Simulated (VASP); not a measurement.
# EuOs3 (Pm-3m) in VASP: notebook, part 2 of 2

VASP 6.6.1. Earlier steps stand in the parts before.

**3. Single point, PBE, collinear spin, ferromagnetic start (17.44 Å³/atom)**

This run uses another cell than the first one, of 17.44 Å³/atom.

INCAR reads:

```
PREC = Accurate
ENCUT = 520
EDIFF = 1E-6
ISMEAR = 0
SIGMA = 0.05
LREAL = F
LASPH = T
NELM = 150
ALGO = Fast
ISIF = 2
LWAVE = F
LCHARG = F
ISPIN = 2
MAGMOM = 6.75 0 0 0
LORBIT = 11
LMAXMIX = 6
GGA = PE
NBANDS = 32
```

KPOINTS reads:

```
Automatic mesh
0
Gamma
  8 8 8
```

POSCAR reads:

```
EuOs3
1.0
    4.1169004997      0.0000000000      0.0000000000
    0.0000000000      4.1169004997      0.0000000000
    0.0000000000      0.0000000000      4.1169004997
Eu Os
1 3
Direct
    0.0000000000      0.0000000000      0.0000000000
    0.0000000000      0.5000000000      0.5000000000
    0.5000000000      0.5000000000      0.0000000000
    0.5000000000      0.0000000000      0.5000000000
```

Potentials or basis: VASP PAW PBE potentials, release 64 (Eu, Os).

Command:

```sh
> cat potpaw_PBE.64/Eu/POTCAR potpaw_PBE.64/Os/POTCAR > POTCAR
> mpirun -np 1 vasp_std > vasp.out
```

OUTCAR:

```text
PREC = Accurate
   ENCUT = 520
   EDIFF = 1E-6
   ISMEAR = 0
   LREAL = F
   LASPH = T
   NELM = 150
   ISIF = 2
   ISPIN = 2
   LORBIT = 11
   GGA = PE

 ion  position               nearest neighbor table
   1  0.000  0.000  0.000-   2 2.91   3 2.91   4 2.91   2 2.91   4 2.91   2 2.91   3 2.91   2 2.91
                             3 2.91   4 2.91   4 2.91   3 2.91
   2  0.000  0.500  0.500-   1 2.91   3 2.91   4 2.91   1 2.91   3 2.91   1 2.91   4 2.91   1 2.91
                             3 2.91   4 2.91   3 2.91   4 2.91
   3  0.500  0.500  0.000-   1 2.91   2 2.91   4 2.91   2 2.91   4 2.91   1 2.91   4 2.91   4 2.91
                             1 2.91   2 2.91   2 2.91   1 2.91
   4  0.500  0.000  0.500-   1 2.91   2 2.91   3 2.91   1 2.91   3 2.91   2 2.91   3 2.91   3 2.91
                             1 2.91   2 2.91   1 2.91   2 2.91

  LATTYP: Found a simple cubic cell.
 ALAT       =     4.1169004997

  Lattice vectors:

 A1 = (   4.1169004997,   0.0000000000,   0.0000000000)
 A2 = (   0.0000000000,   4.1169004997,   0.0000000000)
 A3 = (   0.0000000000,   0.0000000000,   4.1169004997)

Analysis of symmetry for initial positions (statically):
=====================================================================
 Subroutine PRICEL returns:
 Original cell was already a primitive cell.

 Routine SETGRP: Setting up the symmetry group for a
 simple cubic supercell.

 Subroutine GETGRP returns: Found 48 space group operations
 (whereof 48 operations were pure point group operations)
 out of a pool of 48 trial point group operations.

The static configuration has the point symmetry O_h .

Analysis of symmetry for dynamics (positions and initial velocities):
=====================================================================
 Subroutine PRICEL returns:
 Original cell was already a primitive cell.

 Routine SETGRP: Setting up the symmetry group for a
 simple cubic supercell.

 Subroutine GETGRP returns: Found 48 space group operations
 (whereof 48 operations were pure point group operations)
 out of a pool of 48 trial point group operations.

The dynamic configuration has the point symmetry O_h .

Analysis of structural, dynamic, and magnetic symmetry:
=====================================================================
 Subroutine PRICEL returns:
 Original cell was already a primitive cell.

 Routine SETGRP: Setting up the symmetry group for a
 simple cubic supercell.

 Subroutine GETGRP returns: Found 48 space group operations
 (whereof 48 operations were pure point group operations)
 out of a pool of 48 trial point group operations.

The overall configuration has the point symmetry O_h .

 Subroutine INISYM returns: Found 48 space group operations
 (whereof 48 operations are pure point group operations),
 and found     1 'primitive' translations

----------------------------------------------------------------------------------------

                                     Primitive cell

  volume of cell :      69.7768

  direct lattice vectors                    reciprocal lattice vectors
     4.116900500  0.000000000  0.000000000     0.242901183  0.000000000  0.000000000
     0.000000000  4.116900500  0.000000000     0.000000000  0.242901183  0.000000000
     0.000000000  0.000000000  4.116900500     0.000000000  0.000000000  0.242901183

  length of vectors
     4.116900500  4.116900500  4.116900500     0.242901183  0.242901183  0.242901183

[... 92 lines left out ...]
   POTIM  = 0.5000    time-step for ionic-motion
   TEBEG  =    0.0;   TEEND  =   0.0 temperature during run
   PSTRESS=    0.0 pullay stress
   NELECT =      41.0000    total number of electrons
   NUPDOWN=      -1.0000    fix difference up-down
   EMIN   =  10.00;   EMAX   =-10.00  energy-range for DOS
   EFERMI =   0.00;   METHOD = LEGACY
   ISMEAR =     0;   SIGMA  =   0.05  broadening in eV -4-tet -1-fermi 0-gaus
   EFERMI_NEDOS =   21; number of points for ismear=-14 and -15
   IALGO  =     68    algorithm
   IMIX   =      4    mixing-type and parameters
     AMIX     =   0.40;   BMIX     =  1.00
     AMIX_MAG =   1.60;   BMIX_MAG =  1.00
  volume/ion in A,a.u.               =      17.44       117.72
  Fermi-wavevector in a.u.,A,eV,Ry     =   1.371195  2.591182 25.581327  1.880174
  Thomas-Fermi vector in A             =   2.496913
   LORBIT       =     11    0 simple, 1 ext, 2 COOP (PROOUT), +10 PAW based schemes
   GGA     = PE    functional components
   LHFCALC =     F    Hartree Fock is set to
   AEXX    =    0.0000 exact exchange contribution
   IVDW    =     0    specifies the selected vdW correction
   LEPSILON=     F    determine dielectric tensor
   LRPA    =     F    only Hartree local field effects (RPA)
 spin polarized calculation
 RMM-DIIS sequential band-by-band and
 Gauss-broadening in eV      SIGMA  =   0.05
  energy-cutoff  :      520.00
  volume of cell :       69.78
 maximum number of plane-waves:      1924
 NGX is ok and might be reduce to    32
   NGX = 15   NGY = 15   NGZ = 15

 number of electron      41.0000017 magnetization       0.9854907

 number of electron      41.0000007 magnetization      -5.3694093

 Free energy of the ion-electron system (eV)
  ---------------------------------------------------
  ext. energy  EPLUGINS =         0.00000000
  ---------------------------------------------------
  free energy    TOTEN  =       -42.29144031 eV

  energy without entropy =      -42.28403368  energy(sigma->0) =      -42.28773699

 E-fermi :   6.0559     XC(G=0): -12.8758

 val. band max:        6.0499115237   @ k =   0.2500   0.2500   0.2500
 cond. band min:       6.0670655020   @ k =   0.5000   0.5000   0.2500
 fundamental gap:      0.0171539783
 Fermi energy:         6.0559498258

 spin component 1

 k-point     1 :       0.0000    0.0000    0.0000
  band No.  band energies     occupation
      1     -31.6301      1.00000
      2     -11.1090      1.00000
      3     -11.1090      1.00000
      4     -11.1090      1.00000
      5      -1.6785      1.00000
      6       1.1109      1.00000
[... 829 lines left out ...]
     31      10.9931      0.00000
     32      12.3136      0.00000

 [... further k-points ...]

 spin component 2

 k-point     1 :       0.0000    0.0000    0.0000
  band No.  band energies     occupation
      1     -34.4130      1.00000
      2     -13.0680      1.00000
      3     -13.0680      1.00000
      4     -13.0680      1.00000
      5      -1.7341      1.00000
      6       1.1088      1.00000
[... 829 lines left out ...]
     31      10.7309      0.00000
     32      34.6797      0.00000

 [... further k-points ...]

------------------------ aborting loop because EDIFF is reached ----------------------------------------

  FORCE on cell =-STRESS in cart. coord.  units (eV):
  Direction    XX          YY          ZZ          XY          YZ          ZX
  --------------------------------------------------------------------------------------
  -------------------------------------------------------------------------------------
  Total       -3.1623147     -3.1623147     -3.1623147     -0.0000000      0.0000000     -0.0000000
  in kB      -72.6113583    -72.6113583    -72.6113583     -0.0000000      0.0000000     -0.0000000
  external PRESSURE =     -72.6113583 kB  Pullay stress =       0.0000000 kB

 VOLUME and BASIS-vectors are now :
 -----------------------------------------------------------------------------
  energy-cutoff  :      520.00
  volume of cell :       69.78
      direct lattice vectors                 reciprocal lattice vectors
     4.116900500  0.000000000  0.000000000     0.242901183  0.000000000  0.000000000
     0.000000000  4.116900500  0.000000000     0.000000000  0.242901183  0.000000000
     0.000000000  0.000000000  4.116900500     0.000000000  0.000000000  0.242901183

 POSITION                                       TOTAL-FORCE (eV/Angst)
 -----------------------------------------------------------------------------------
      0.00000      0.00000      0.00000         0.000000      0.000000      0.000000
      0.00000      2.05845      2.05845         0.000000      0.000000      0.000000
      2.05845      2.05845      0.00000         0.000000      0.000000      0.000000
      2.05845      0.00000      2.05845         0.000000      0.000000      0.000000
 -----------------------------------------------------------------------------------
    total drift:                                0.000000     -0.000000     -0.000000

  FREE ENERGIE OF THE ION-ELECTRON SYSTEM (eV)
  ---------------------------------------------------
  free  energy   TOTEN  =       -42.2914403055 eV

  energy  without entropy=      -42.2840336771  energy(sigma->0) =      -42.28773699

 total charge

# of ion       s       p       d       f       tot
--------------------------------------------------
    1        2.087   5.743   0.834   6.277  14.942
    2        0.636   0.446   5.947   0.000   7.029
    3        0.636   0.446   5.947   0.000   7.029
    4        0.636   0.446   5.947   0.000   7.029
--------------------------------------------------
tot          3.996   7.083  18.674   6.277  36.030

 magnetization (x)

# of ion       s       p       d       f       tot
--------------------------------------------------
    1       -0.000   0.089  -0.114  -6.061  -6.087
    2        0.006  -0.017   0.327   0.000   0.316
    3        0.006  -0.017   0.327   0.000   0.316
    4        0.006  -0.017   0.327   0.000   0.316
--------------------------------------------------
tot          0.016   0.038   0.867  -6.061  -5.140
```

Run time: 18 min. Hardware: 1 thread of Oxide Virtual Turin-like, shared host; peak memory 0.28 GiB.

What came out:

```yaml
Free_energy: -42.2914 eV
Pressure: -7.3 GPa
Net_moment: -5.37 μB per cell
Site_moments: Eu -6.09; Os +0.32 μB
Valence_electrons_inside_the_program's_atomic_spheres: Eu 14.94; Os 7.03
```

Caveat: the cell stands under tension; spin-orbit coupling is left out, which moves the levels of the heavy elements; semilocal functionals describe open f shells poorly, which spoils levels, moments and volumes. The state reached can hang on the start; a lower one may exist.

**4. Single point, PBE, collinear spin, ferromagnetic start (17.95 Å³/atom)**

This run uses another cell than the first one, of 17.95 Å³/atom.

INCAR reads:

```
ALGO = Normal
EDIFF = 1E-7
ENCUT = 520
GGA = PE
ISIF = 2
ISMEAR = 0
ISPIN = 2
LASPH = T
LCHARG = T
LELF = T
LMAXMIX = 6
LORBIT = 11
LREAL = F
LVHAR = T
LWAVE = F
MAGMOM = 6.77 0 0 0
NBANDS = 32
NELM = 150
PREC = Accurate
SIGMA = 0.05
```

KPOINTS reads:

```
k-points
0
Gamma
  8 8 8
```

POSCAR reads:

```
EuOs3
1.0
    4.1561114358      0.0000000000      0.0000000000
    0.0000000000      4.1561114358      0.0000000000
    0.0000000000      0.0000000000      4.1561114358
Eu Os
1 3
Direct
    0.0000000000      0.0000000000      0.0000000000
    0.0000000000      0.5000000000      0.5000000000
    0.5000000000      0.5000000000      0.0000000000
    0.5000000000      0.0000000000      0.5000000000
```

Command:

```sh
> cat potpaw_PBE.64/Eu/POTCAR potpaw_PBE.64/Os/POTCAR > POTCAR
> mpirun -np 1 vasp_std > vasp.out
```

It took 12 min on 1 thread of Oxide Virtual Turin-like, shared host; peak memory 0.27 GiB.

The run converged. Its results:

* Free energy: -42.1716 eV
* Pressure: -11.9 GPa
* Net moment: 5.32 μB per cell
* Site moments: Eu +6.10; Os -0.34 μB
* Valence electrons inside the program's atomic spheres: Eu 14.89; Os 6.97

Levels at points of the mesh, in eV from the Fermi level:
Spin up:
```
           k point  band 21  band 22  band 23  band 24  band 25  band 26
(0.00, 0.00, 0.00)    -0.53     0.95     0.95     2.14     2.59     2.59
(0.50, 0.00, 0.00)    -0.45    -0.45    -0.05     0.45     0.55     0.55
(0.50, 0.50, 0.00)    -0.47    -0.42    -0.42    -0.34     0.08     0.08
(0.50, 0.50, 0.50)    -0.48    -0.31    -0.31     0.40     2.14     2.14
```
Spin down:
| k point | band 14 | band 15 | band 16 | band 17 | band 18 | band 19 | band 20 | band 21 | band 22 | band 23 |
| --- | --- | --- | --- | --- | --- | --- | --- | --- | --- | --- |
| (0.00, 0.00, 0.00) | -1.09 | 0.70 | 0.70 | 1.89 | 2.40 | 2.40 | 2.40 | 3.13 | 3.13 | 3.13 |
| (0.50, 0.00, 0.00) | -2.06 | -0.99 | -0.87 | -0.56 | -0.21 | -0.21 | 0.94 | 2.41 | 3.57 | 3.57 |
| (0.50, 0.50, 0.00) | -1.82 | -1.53 | -0.76 | -0.70 | -0.70 | -0.15 | -0.08 | 0.18 | 3.46 | 3.46 |
| (0.50, 0.50, 0.50) | -1.23 | -0.51 | -0.51 | -0.06 | 1.94 | 1.94 | 1.94 | 2.56 | 2.56 | 2.56 |

Caveat: the cell stands under tension; spin-orbit coupling is left out, which moves the levels of the heavy elements; semilocal functionals describe open f shells poorly, which spoils levels, moments and volumes. The state reached can hang on the start; a lower one may exist.

**5. The runs side by side**

| cell | gap on the mesh (eV) | pressure (GPa) | moment (μB) |
| --- | --- | --- | --- |
| a = 4.090 Å, 4 atoms | none | -3.8 | 5.39 |
| a = 4.117 Å, 4 atoms | none | -7.3 | 5.37 |
| a = 4.156 Å, 4 atoms | none | -11.9 | 5.32 |

Alike in all rows: task single point; level PBE; potentials or basis VASP PAW PBE potentials, release 64 (Eu, Os); spin collinear, ferromagnetic start; k mesh 8 × 8 × 8; cutoff (eV) 520; smearing gaussian 0.05 eV.

Caveats: the cell stands under tension; spin-orbit coupling is left out, which moves the levels of the heavy elements; semilocal functionals describe open f shells poorly, which spoils levels, moments and volumes.

Absolute energies hang on the potentials; compare differences alone.
